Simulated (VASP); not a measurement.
# Zn3In4O (P-4m2) in VASP: notebook

Zn3In4O is run at these levels: PBE; tasks: single point, relaxation of cell and atoms.

All numbers are computed with VASP 6.6.1; they aren't measurements. Logs are shortened: lines on timing, memory, paths and dates and some standing lists are left out, and cuts for length are marked.

## 1. The cell of the first run

Symmetry: P-4m2, No. 115, tetragonal system. Conventional cell: a = 3.271 Å, b = 3.271 Å, c = 16.728 Å, α = 90.00°, β = 90.00°, γ = 90.00°. Within 3.7 Å of Zn (site symmetry -4m2) lie 4 In at 2.80 Å and 4 Zn at 3.27 Å. Within 3.7 Å of Zn (site symmetry 2mm) lie 4 In at 2.78 to 2.82 Å and 4 Zn at 3.27 Å. Within 3.0 Å of In (site symmetry 2mm) lie 2 O at 2.25 Å and 2 Zn at 2.82 Å. Within 3.7 Å of In (site symmetry 2mm) lie 4 Zn at 2.78 to 2.80 Å and 4 In at 3.27 Å. Within 3.0 Å of O (site symmetry -4m2) lie 4 In at 2.25 Å.

## 2. Single point, PBE

Input file INCAR:

```
SYSTEM = Zn3In4O
  PREC = Accurate
  ENCUT = 520
  EDIFF = 1E-6
  ISMEAR = 0
  SIGMA = 0.1
  LREAL = .False.
  LASPH = .True.
  NELM = 80
  ALGO = Normal
  ISIF = 2
  LWAVE = .False.
  LCHARG = .False.
  GGA = PE
  NBANDS = 57
```

Input file KPOINTS:

```
Automatic mesh
0
Gamma
  10 10 2
  0 0 0
```

Input file POSCAR:

```
Zn3In4O
1.0
    3.2710514269      0.0000000000      0.0000000000
    0.0000000000      3.2710514269      0.0000000000
    0.0000000000      0.0000000000     16.7279383070
Zn In O
3 4 1
Direct
    0.0000000000      0.0000000000      0.5000000000
    0.0000000000      0.0000000000      0.7705319686
    0.0000000000      0.0000000000      0.2294680314
    0.5000000000      0.0000000000      0.9078681564
    0.5000000000      0.0000000000      0.3641445091
    0.0000000000      0.5000000000      0.6358554909
    0.0000000000      0.5000000000      0.0921318436
    0.0000000000      0.0000000000      0.0000000000
```

Potentials or basis: VASP PAW PBE potentials, release 64 (Zn, In_d, O).

Launch:

```
> cat potpaw_PBE.64/Zn/POTCAR potpaw_PBE.64/In_d/POTCAR potpaw_PBE.64/O/POTCAR > POTCAR
> mpirun -np 1 vasp_std > vasp.out
```

OUTCAR:

```text
SYSTEM = Zn3In4O
   PREC = Accurate
   ENCUT = 520
   EDIFF = 1E-6
   ISMEAR = 0
   LREAL = .False.
   LASPH = .True.
   NELM = 80
   ISIF = 2
   GGA = PE

 ion  position               nearest neighbor table
   1  0.000  0.000  0.500-   5 2.80   6 2.80   6 2.80   5 2.80
   2  0.000  0.000  0.771-   6 2.78   6 2.78   4 2.82   4 2.82
   3  0.000  0.000  0.229-   5 2.78   5 2.78   7 2.82   7 2.82
   4  0.500  0.000  0.908-   8 2.25   8 2.25   2 2.82   2 2.82   7 3.85   7 3.85   7 3.85   7 3.85

   5  0.500  0.000  0.364-   3 2.78   3 2.78   1 2.80   1 2.80
   6  0.000  0.500  0.636-   2 2.78   2 2.78   1 2.80   1 2.80
   7  0.000  0.500  0.092-   8 2.25   8 2.25   3 2.82   3 2.82   4 3.85   4 3.85   4 3.85   4 3.85

   8  0.000  0.000  0.000-   4 2.25   7 2.25   7 2.25   4 2.25

  LATTYP: Found a simple tetragonal cell.
 ALAT       =     3.2710514269
 C/A-ratio  =     5.1139331438

  Lattice vectors:

 A1 = (   3.2710514269,   0.0000000000,   0.0000000000)
 A2 = (   0.0000000000,   3.2710514269,   0.0000000000)
 A3 = (   0.0000000000,   0.0000000000,  16.7279383070)

Analysis of symmetry for initial positions (statically):
=====================================================================
 Subroutine PRICEL returns:
 Original cell was already a primitive cell.

 Routine SETGRP: Setting up the symmetry group for a
 simple tetragonal supercell.

 Subroutine GETGRP returns: Found  8 space group operations
 (whereof  8 operations were pure point group operations)
 out of a pool of 16 trial point group operations.

The static configuration has the point symmetry D_2d.

Analysis of symmetry for dynamics (positions and initial velocities):
=====================================================================
 Subroutine PRICEL returns:
 Original cell was already a primitive cell.

 Routine SETGRP: Setting up the symmetry group for a
 simple tetragonal supercell.

 Subroutine GETGRP returns: Found  8 space group operations
 (whereof  8 operations were pure point group operations)
 out of a pool of 16 trial point group operations.

The dynamic configuration has the point symmetry D_2d.

 Subroutine INISYM returns: Found  8 space group operations
 (whereof  8 operations are pure point group operations),
 and found     1 'primitive' translations

----------------------------------------------------------------------------------------

                                     Primitive cell

  volume of cell :     178.9852

  direct lattice vectors                    reciprocal lattice vectors
     3.271051427  0.000000000  0.000000000     0.305712100  0.000000000  0.000000000
     0.000000000  3.271051427  0.000000000     0.000000000  0.305712100  0.000000000
     0.000000000  0.000000000 16.727938307     0.000000000  0.000000000  0.059780230

  length of vectors
     3.271051427  3.271051427 16.727938307     0.305712100  0.305712100  0.059780230

  position of ions in fractional coordinates (direct lattice)
     0.000000000  0.000000000  0.500000000
     0.000000000  0.000000000  0.770531969
     0.000000000  0.000000000  0.229468031
     0.500000000  0.000000000  0.907868156
     0.500000000  0.000000000  0.364144509
     0.000000000  0.500000000  0.635855491
     0.000000000  0.500000000  0.092131844
     0.000000000  0.000000000  0.000000000

  ion indices of the primitive-cell ions
   primitive index   ion index
                 1           1
                 2           2
                 3           3
                 4           4
                 5           5
                 6           6
                 7           7
                 8           8

----------------------------------------------------------------------------------------

 KPOINTS: Automatic mesh

Automatic generation of k-mesh.
 Grid dimensions read from file:
 generate k-points for:   10   10    2

 Generating k-lattice:

  Cartesian coordinates                     Fractional coordinates (reciprocal lattice)
     0.030571210  0.000000000  0.000000000     0.100000000  0.000000000  0.000000000
     0.000000000  0.030571210  0.000000000     0.000000000  0.100000000  0.000000000
     0.000000000  0.000000000  0.029890115     0.000000000  0.000000000  0.500000000

  Length of vectors
     0.030571210  0.030571210  0.029890115

  Shift w.r.t. Gamma in fractional coordinates (k-lattice)
     0.000000000  0.000000000  0.000000000

 Subroutine IBZKPT returns following result:
 ===========================================

 Found     42 irreducible k-points:

 Following reciprocal coordinates:
            Coordinates               Weight
  0.000000  0.000000  0.000000      1.000000
  0.100000  0.000000  0.000000      4.000000
  0.200000  0.000000  0.000000      4.000000
  0.300000  0.000000  0.000000      4.000000
  0.400000  0.000000  0.000000      4.000000
  0.500000  0.000000  0.000000      2.000000
[... 16 lines left out ...]
  0.100000  0.000000  0.500000      4.000000
[... 30 lines left out ...]
   PSTRESS=    0.0 pullay stress
   NELECT =      94.0000    total number of electrons
   NUPDOWN=      -1.0000    fix difference up-down
   EMIN   =  10.00;   EMAX   =-10.00  energy-range for DOS
   EFERMI =   0.00;   METHOD = LEGACY
   ISMEAR =     0;   SIGMA  =   0.10  broadening in eV -4-tet -1-fermi 0-gaus
   EFERMI_NEDOS =   21; number of points for ismear=-14 and -15
   IALGO  =     38    algorithm
   IMIX   =      4    mixing-type and parameters
     AMIX     =   0.40;   BMIX     =  1.00
     AMIX_MAG =   1.60;   BMIX_MAG =  1.00
  volume/ion in A,a.u.               =      22.37       150.98
  Fermi-wavevector in a.u.,A,eV,Ry     =   1.320824  2.495996 23.736410  1.744577
  Thomas-Fermi vector in A             =   2.450623
   LORBIT       =      0    0 simple, 1 ext, 2 COOP (PROOUT), +10 PAW based schemes
   GGA     = PE    functional components
   LHFCALC =     F    Hartree Fock is set to
   AEXX    =    0.0000 exact exchange contribution
   IVDW    =     0    specifies the selected vdW correction
   LEPSILON=     F    determine dielectric tensor
   LRPA    =     F    only Hartree local field effects (RPA)
 non-spin polarized calculation
 Gauss-broadening in eV      SIGMA  =   0.10
  energy-cutoff  :      520.00
  volume of cell :      178.99
 maximum number of plane-waves:      4872
   NGX = 13   NGY = 13   NGZ = 63

 number of electron      93.9999962 magnetization

 Free energy of the ion-electron system (eV)
  ---------------------------------------------------
  ext. energy  EPLUGINS =         0.00000000
  ---------------------------------------------------
  free energy    TOTEN  =       -19.45284347 eV

  energy without entropy =      -19.44233645  energy(sigma->0) =      -19.44758996

 E-fermi :   4.8490     XC(G=0):  -9.9768

 val. band max:        4.8315353243   @ k =   0.4000   0.4000   0.5000
 cond. band min:       4.8852251391   @ k =   0.5000   0.0000   0.5000
 fundamental gap:      0.0536898148
 Fermi energy:         4.8490256484

 k-point     1 :       0.0000    0.0000    0.0000
  band No.  band energies     occupation
      1     -14.3395      2.00000
      2     -10.1207      2.00000
      3      -9.9497      2.00000
      4      -9.9452      2.00000
      5      -9.9139      2.00000
      6      -9.8372      2.00000
[... 49 lines left out ...]
     56      11.6345      0.00000
     57      12.0432      0.00000

 k-point     2 :       0.1000    0.0000    0.0000
  band No.  band energies     occupation
      1     -14.3263      2.00000
      2     -10.0964      2.00000
      3      -9.9277      2.00000
      4      -9.9231      2.00000
      5      -9.9206      2.00000
      6      -9.8262      2.00000
[... 49 lines left out ...]
     56      11.5083      0.00000
     57      11.8647      0.00000

 k-point     3 :       0.2000    0.0000    0.0000
  band No.  band energies     occupation
      1     -14.2924      2.00000
      2     -10.0407      2.00000
      3      -9.9462      2.00000
      4      -9.8800      2.00000
      5      -9.8757      2.00000
      6      -9.7856      2.00000
[... 1194 lines left out ...]
      1     -14.3263      2.00000
      2     -10.0964      2.00000
      3      -9.9273      2.00000
      4      -9.9240      2.00000
      5      -9.9201      2.00000
      6      -9.8262      2.00000
[... 49 lines left out ...]
     56      11.5045      0.00000
     57      11.9678      0.00000

 k-point    24 :       0.2000    0.0000    0.5000
  band No.  band energies     occupation
      1     -14.2924      2.00000
      2     -10.0407      2.00000
      3      -9.9462      2.00000
      4      -9.8800      2.00000
      5      -9.8757      2.00000
      6      -9.7856      2.00000
[... 49 lines left out ...]
     56      11.2130      0.00000
     57      11.3881      0.00000

 [... further k-points ...]
[... 5 lines left out ...]
  --------------------------------------------------------------------------------------
  -------------------------------------------------------------------------------------
  Total        0.0279684      0.0279684      0.1117578      0.0000000      0.0000000      0.0000000
  in kB        0.2503578      0.2503578      1.0003949      0.0000000      0.0000000      0.0000000
  external PRESSURE =       0.5003702 kB  Pullay stress =       0.0000000 kB

 VOLUME and BASIS-vectors are now :
 -----------------------------------------------------------------------------
  energy-cutoff  :      520.00
  volume of cell :      178.99
      direct lattice vectors                 reciprocal lattice vectors
     3.271051427  0.000000000  0.000000000     0.305712100  0.000000000  0.000000000
     0.000000000  3.271051427  0.000000000     0.000000000  0.305712100  0.000000000
     0.000000000  0.000000000 16.727938307     0.000000000  0.000000000  0.059780230

 POSITION                                       TOTAL-FORCE (eV/Angst)
 -----------------------------------------------------------------------------------
      0.00000      0.00000      8.36397        -0.000000      0.000000      0.000000
      0.00000      0.00000     12.88941        -0.000000     -0.000000     -0.000436
      0.00000      0.00000      3.83853        -0.000000     -0.000000      0.000436
      1.63553      0.00000     15.18676        -0.000000      0.000000     -0.022118
      1.63553      0.00000      6.09139         0.000000      0.000000      0.001006
      0.00000      1.63553     10.63655        -0.000000      0.000000     -0.001006
      0.00000      1.63553      1.54118        -0.000000      0.000000      0.022118
      0.00000      0.00000      0.00000        -0.000000      0.000000      0.000000
 -----------------------------------------------------------------------------------
    total drift:                                0.000000      0.000000      0.000000

  FREE ENERGIE OF THE ION-ELECTRON SYSTEM (eV)
  ---------------------------------------------------
  free  energy   TOTEN  =       -19.4528434737 eV

  energy  without entropy=      -19.4423364549  energy(sigma->0) =      -19.44758996
```

Wall time 3.8 min (1 thread of Intel Xeon 6975P-C (Granite Rapids), shared host); peak memory 0.47 GiB.

What came out:

```yaml
Free_energy: -19.4528 eV
Pressure: 0.1 GPa
Largest_force: 0.022 eV/Å
Band_gap_on_the_k_mesh: zero (band 47 reaches 6.62 eV, above the bottom of band 48 at 3.39 eV)
```

Forces in eV/Å, atoms in the order of the input:
```
Zn   0.000  0.000  0.000
Zn   0.000  0.000  0.000
Zn   0.000  0.000  0.000
In   0.000  0.000 -0.022
In   0.000  0.000  0.001
In   0.000  0.000 -0.001
In   0.000  0.000  0.022
O    0.000  0.000  0.000
```

Caveat: spin-orbit coupling is left out, which moves the levels of the heavy elements.

## 3. Single point, PBE

This run uses another cell than the first one, of 22.45 Å³/atom, 1.004 times its volume.

Input file INCAR:

```
ALGO = Normal ; EDIFF = 1E-7
ENCUT = 520 ; GGA = PE
ISIF = 2 ; ISMEAR = 0
LASPH = True ; LCHARG = True
LELF = True ; LREAL = False
LVHAR = True ; LWAVE = False
NBANDS = 57 ; NELM = 60
PREC = Accurate ; SIGMA = 0.2
```

Input file KPOINTS:

```
k-points
0
Gamma
  5 5 2
```

Input file POSCAR:

```
Zn3In4O
1.0
    3.2706412792      0.0000000000      0.0000000000
    0.0000000000      3.2706412792      0.0000000000
    0.0000000000      0.0000000000     16.7918090345
Zn In O
3 4 1
Direct
    0.0000000000      0.0000000000      0.5000000000
    0.0000000000      0.0000000000      0.7708806044
    0.0000000000      0.0000000000      0.2291193956
    0.5000000000      0.0000000000      0.9085805303
    0.5000000000      0.0000000000      0.3647968339
    0.0000000000      0.5000000000      0.6352031661
    0.0000000000      0.5000000000      0.0914194697
    0.0000000000      0.0000000000      0.0000000000
```

Potentials or basis: VASP PAW PBE potentials, release 64 (Zn, In_d, O).

Launch:

```
> cat potpaw_PBE.64/Zn/POTCAR potpaw_PBE.64/In_d/POTCAR potpaw_PBE.64/O/POTCAR > POTCAR
> mpirun -np 1 vasp_std > vasp.out
```

Wall time 87 s (1 thread of AMD EPYC 9R45 (Zen 5), shared host); peak memory 0.27 GiB.

The run converged. Its results:

```yaml
Free_energy: -19.5904 eV
Pressure: -0.1 GPa
Largest_force: 0.076 eV/Å
Band_gap_on_the_k_mesh: zero (band 47 reaches 6.54 eV, above the bottom of band 48 at 3.87 eV)
```

Forces on the atoms (eV/Å):
```
Zn   0.000  0.000  0.000
Zn   0.000  0.000  0.002
Zn   0.000  0.000 -0.002
In   0.000  0.000 -0.076
In   0.000  0.000 -0.041
In   0.000  0.000  0.041
In   0.000  0.000  0.076
O    0.000  0.000  0.000
```

Stress tensor (GPa, compression positive):
```
-0.22  0.00  0.00
 0.00 -0.22  0.00
 0.00  0.00  0.23
```

Levels at points of the mesh, in eV from the Fermi level:
| k point | band 43 | band 44 | band 45 | band 46 | band 47 | band 48 | band 49 | band 50 |
| --- | --- | --- | --- | --- | --- | --- | --- | --- |
| (0.00, 0.00, 0.00) | -3.44 | -3.44 | -2.28 | -1.64 | 1.71 | 1.81 | 5.19 | 5.19 |
| (0.00, 0.00, 0.50) | -3.58 | -3.44 | -3.44 | -0.44 | 0.13 | 3.78 | 3.87 | 5.16 |

Caveat: the k points lie up to 0.38 Å⁻¹ apart; spin-orbit coupling is left out, which moves the levels of the heavy elements.

## 4. Relaxation of cell and atoms, PBE

This run uses another cell than the first one, of 18.86 Å³/atom, 0.843 times its volume.

Input file INCAR:

```
SYSTEM = Zn3In4O
ALGO = Normal ; EDIFF = 1E-6
EDIFFG = -0.08 ; ENCUT = 600
GGA = PE ; IBRION = 2
ISIF = 3 ; ISMEAR = 0
LASPH = .True. ; LCHARG = .False.
LREAL = .False. ; LWAVE = .False.
NELM = 80 ; NSW = 36
PREC = Accurate ; SIGMA = 0.2
```

Input file KPOINTS:

```
k-points
0
Gamma
  5 5 2
  0 0 0
```

Input file POSCAR:

```
Zn3In4O
1.0
    3.5180163700      0.0000000000      0.0000000000
    0.0000000000      3.5180163700      0.0000000000
    0.0000000000      0.0000000000     12.1893661600
Zn In O
3 4 1
Direct
    0.0000000000      0.0000000000      0.5000000000
    0.0000000000      0.0000000000      0.7441319800
    0.0000000000      0.0000000000      0.2558680200
    0.5000000000      0.0000000000      0.8666200000
    0.5000000000      0.0000000000      0.3779099900
    0.0000000000      0.5000000000      0.6220900100
    0.0000000000      0.5000000000      0.1333800000
    0.0000000000      0.0000000000      0.0000000000
```

Launch:

```
> cat potpaw_PBE.64/Zn/POTCAR potpaw_PBE.64/In_d/POTCAR potpaw_PBE.64/O/POTCAR > POTCAR
> mpirun -np 1 vasp_std > vasp.out
```

It took 26 min on 1 thread of AMD EPYC 9R45 (Zen 5), shared host; peak memory 0.31 GiB.

Results (log left out):

| Quantity | Value |
| --- | --- |
| Free energy | -19.5002 eV |
| Relaxed volume | 22.34 Å³/atom |
| Relaxed cell | a = 3.285 Å, b = 3.285 Å, c = 16.554 Å, α = 90.00°, β = 90.00°, γ = 90.00° |
| Space group after relaxing (to 0.05 Å) | P-4m2 (No. 115) |
| Energy gained by relaxing | 967.0 meV/atom |
| Ionic steps | 25 |
| Pressure after relaxing | -0.2 GPa |
| Largest force after relaxing | 0.076 eV/Å |
| Band gap on the k mesh | zero (band 47 reaches 6.81 eV, above the bottom of band 48 at 3.92 eV) |

Forces in eV/Å, atoms in the order of the input:
```
Zn   0.000  0.000  0.000
Zn   0.000  0.000  0.018
Zn   0.000  0.000 -0.018
In   0.000  0.000  0.041
In   0.000  0.000  0.076
In   0.000  0.000 -0.076
In   0.000  0.000 -0.041
O    0.000  0.000  0.000
```

Stress tensor (GPa, compression positive):
```
-0.22  0.00  0.00
 0.00 -0.22  0.00
 0.00  0.00 -0.13
```

The path:
```tsv
step	energy change (eV)	largest force (eV/Å)	pressure (GPa)	volume (Å³)
1	0.0000	4.9509	30.22	150.86
2	-5.2553	1.2972	-3.03	242.40
3	-5.3933	1.5312	-0.94	218.20
4	-5.3988	1.5032	-0.93	220.07
5	-5.3722	1.3774	-2.15	231.06
6	-5.4022	1.4808	-1.12	221.63
7	-5.6582	1.2106	-0.83	217.60
8	-6.1838	0.7494	0.61	205.66
9	-4.6584	4.4179	10.54	182.59
10	-6.2321	0.7897	1.11	203.11
11	-6.4689	0.6824	0.48	204.18
12	-6.8768	1.1932	-0.93	206.21
13	-7.2014	1.0597	-1.71	201.45
14	-7.4331	0.8980	-2.03	195.45
15	-7.4112	0.1890	-1.96	182.07
16	-7.5257	0.6494	-1.97	191.00
17	-7.5369	0.5250	-1.97	189.11
18	-7.6607	0.4556	1.00	173.63
19	-7.6629	0.4710	0.63	175.21
20	-7.7078	0.1553	-0.01	176.25
21	-7.7100	0.1964	-0.15	176.53
22	-7.7299	0.0908	0.21	175.94
23	-7.7317	0.1282	0.49	175.60
24	-7.7319	0.1191	0.47	175.68
25	-7.7363	0.0760	-0.19	178.68
```

Final structure:
```xyz
8
Lattice="3.2854 0.0000 0.0000 0.0000 3.2854 0.0000 0.0000 0.0000 16.5539" Properties=species:S:1:pos:R:3 pbc="T T T"
Zn    0.0000    0.0000    8.2769
Zn    0.0000    0.0000   12.7663
Zn    0.0000    3.2854    3.7876
In    1.6427    0.0000   15.0231
In    1.6427    0.0000    6.0157
In    0.0000    1.6427   10.5381
In    0.0000    1.6427    1.5307
O     0.0000    3.2854    0.0000
```

Levels at points of the mesh, in eV from the Fermi level:
```
           k point  band 44  band 45  band 46  band 47  band 48  band 49
(0.00, 0.00, 0.00)    -3.48    -2.19    -1.51     1.93     1.98     5.03
(0.00, 0.00, 0.50)    -3.48    -3.48    -0.35     0.35     3.97     4.17
```

Caveat: the volume moved by over 15 % at a fixed basis, so the end points are rough; spin-orbit coupling is left out, which moves the levels of the heavy elements; the relaxation stopped at a loose force limit of 0.08 eV/Å, so its end isn't a converged minimum.

## 5. Summary

```tsv
task	cell	k mesh	cutoff (eV)	smearing	gap on the mesh (eV)	pressure (GPa)	largest force (eV/Å)
single point	a = 3.271, b = 3.271, c = 16.728 Å, 8 atoms	10 × 10 × 2	520	gaussian 0.1 eV	none	0.1	0.02
single point	a = 3.271, b = 3.271, c = 16.792 Å, 8 atoms	5 × 5 × 2	520	gaussian 0.2 eV	none	-0.1	0.08
relaxation of cell and atoms	relaxed from a = 3.518, b = 3.518, c = 12.189 Å, 8 atoms	5 × 5 × 2	600	gaussian 0.2 eV	none	-0.2	0.08
```

Alike in all rows: level PBE; potentials or basis VASP PAW PBE potentials, release 64 (Zn, In_d, O); no spin polarisation.

Caveats: some runs use coarse meshes; spin-orbit coupling is left out, which moves the levels of the heavy elements; the volume moved by over 15 % at a fixed basis, so the end points are rough (some runs); the relaxation stopped at a loose force limit of 0.08 eV/Å, so its end isn't a converged minimum (some runs).

Absolute energies hang on the potentials; compare differences alone.
